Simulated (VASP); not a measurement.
Wanted: the native input for a VASP 6.6.1 run.

| Quantity | Value |
| --- | --- |
| Task | single point |
| Functional | PBE |
| Potentials or basis | VASP PAW PBE potentials, release 64 (Bi_d, Te) |
| Cutoff | 520 eV |
| k mesh | 7 × 7 × 7 |
| Occupations | fermi-dirac, width 0.05 eV |
| Spin | no spin polarisation |
| Dipole correction | no |
| Further INCAR settings | ALGO = Normal; EDIFF = 1e-07; NBANDS = 18 |

The structure of BiTe lies in POSCAR:

```
BiTe
1.0
    2.4262331878      1.4007863841      3.3174182663
   -2.4262331878      1.4007863841      3.3174182663
    0.0000000000     -2.8015727682      3.3174182663
Bi Te
1 1
Direct
    0.5000000000      0.5000000000      0.5000000000
    0.0000000000      0.0000000000      0.0000000000
```

The input as run:

INCAR

```
SYSTEM = BiTe
ALGO     = Normal         ! electronic algorithm
EDIFF    = 1E-7           ! SCF threshold, eV
ENCUT    = 520            ! plane-wave cutoff, eV
GGA      = PE             ! functional
ISIF     = 2              ! what is computed and relaxed
ISMEAR   = -1             ! smearing method
LASPH    = .True.         ! aspherical terms in the spheres
LCHARG   = .False.        ! write CHGCAR
LREAL    = .False.        ! projectors in reciprocal space
LWAVE    = .False.        ! write WAVECAR
NBANDS   = 18             ! bands
NELM     = 80             ! most SCF steps
PREC     = Accurate       ! precision mode
SIGMA    = 0.05           ! smearing width, eV
```

KPOINTS

```
k-points
0
Gamma
  7 7 7
  0 0 0
```

Potentials or basis: VASP PAW PBE potentials, release 64 (Bi_d, Te).

Run with:

```sh
$ cat potpaw_PBE.64/Bi_d/POTCAR potpaw_PBE.64/Te/POTCAR > POTCAR
$ mpirun -np 1 vasp_std > vasp.out
```

It gave:

```json
{
 "Pressure": "-0.1 GPa"
}
```

Wall time 15 s on 1 thread of Intel(R) Xeon(R) 6975P-C (Granite Rapids), on a shared host, peak memory 0.2 GiB.
